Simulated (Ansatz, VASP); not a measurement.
## One calculation of P, two programs

```
P
1.0
     1.65475   -5.64320    0.00000
     1.65475    5.64320    0.00000
     0.00000    0.00000    4.56438
P
4
Cartesian
  1.6547 -4.5821 0.3950
  1.6547 -1.0611 2.6772
  1.6547 4.5821 4.1694
  1.6547 1.0611 1.8872
```

Alike in both runs: functional PBE; k mesh 12 × 12 × 8; occupations gaussian, width 0.01 eV; no spin polarisation.

Ansatz relaxed the structure, and its values are those at the end. VASP's run is a single point on that final structure, the one shown.

|  | VASP | Ansatz |
| --- | --- | --- |
| version | VASP 6.6.1 | Ansatz 0.2.0 |
| potentials or method | VASP PAW PBE potentials, release 64 (P), cutoff 520 eV | scalar-relativistic, plane waves, PAW |
| valence electrons in the cell | 20 | 20 |

Ansatz gave:

| Item | Value |
| --- | --- |
| gap on the k mesh at the Fermi level (eV) | 0.13 |
| least direct gap on the mesh (eV) | 0.13 |
| pressure (GPa) | 0.0 |
| rms of the force components (eV/Å) | 0.001 |

What did VASP give for the same quantities?

gap on the k mesh at the Fermi level (eV): 0.15; least direct gap on the mesh (eV): 0.15; pressure (GPa): -0.3; rms of the force components (eV/Å): 0.029.

The functional is the same, so the differences come from potentials, cutoffs and numerics.
